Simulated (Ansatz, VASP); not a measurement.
**CuO: VASP beside Ansatz**

File INCAR:

```
  PREC = Accurate
  ENCUT = 600
  EDIFF = 1E-6
  ISMEAR = -1
  SIGMA = 0.05
  LREAL = F
  LASPH = T
  NELM = 100
  ALGO = Normal
  ISIF = 3
  LWAVE = F
  LCHARG = F
  GGA = PE
  IBRION = 2
  NSW = 60
  EDIFFG = -0.01
```

File KPOINTS:

```
Automatic mesh
0
Gamma
  11 11 11
```

The input POSCAR:

```
CuO
1.0
    0.0000000000      2.1165600000      2.1165600000
    2.1165600000      0.0000000000      2.1165600000
    2.1165600000      2.1165600000      0.0000000000
Cu O
1 1
Direct
    0.0294977200      0.0281008700      0.9080259900
    0.4705022800      0.4718991300      0.5919740100
```

Contents of input.yaml:

```yaml
crystal:
  lattice:
    - [0.0, 2.11656, 2.11656]
    - [2.11656, 0.0, 2.11656]
    - [2.11656, 2.11656, 0.0]
  atoms:
    - { symbol: Cu, position: [0.02949772, 0.02810087, 0.90802599] }
    - { symbol: O, position: [0.47050228, 0.47189913, 0.59197401] }
hamiltonian:
  xc: pbe
  pseudopotentials: { kind: paw }
kpoints:
  mp_grid: { grid: [11, 11, 11] }
scf:
  occupations: { method: fermi_dirac, width: 0.05 }
output:
  forces: true
  stress: true
  eigenvalues: true
relax:
  f_tol: 0.01
  max_steps: 40
  cell: { stress_tol: 0.05 }
```

Alike in both runs: task relaxation of cell and atoms; functional PBE; k mesh 11 × 11 × 11; occupations fermi-dirac, width 0.05 eV; no spin polarisation.

|  | VASP | Ansatz |
| --- | --- | --- |
| version | VASP 6.6.1 | Ansatz 0.2.0 |
| potentials or method | VASP PAW PBE potentials, release 64 (Cu, O) | Ansatz PAW |
| plane-wave cutoff (eV) | 600 | 420 |
| valence electrons in the cell | 17 | 25 |

VASP gave:

- gap on the k mesh at the Fermi level, each at its own relaxed structure (eV): none
- relaxed volume (Å³/atom): 9.56
- relaxed cell length with the largest relative difference (Å): 3.003

**Question.** What did Ansatz give for the same quantities?

**Answer.** gap on the k mesh at the Fermi level, each at its own relaxed structure (eV): none; relaxed volume (Å³/atom): 9.56; relaxed cell length with the largest relative difference (Å): 3.002.

A gap of «none» marks a metal or a gap that the smearing closes. VASP's potentials hold 17 valence electrons a cell and Ansatz's 25, so a difference there can come from the potentials and not from the codes.

Noted on Ansatz's run: the plane-wave basis is chosen anew once the cell has moved, so the energies of steps on either side of that aren't comparable.
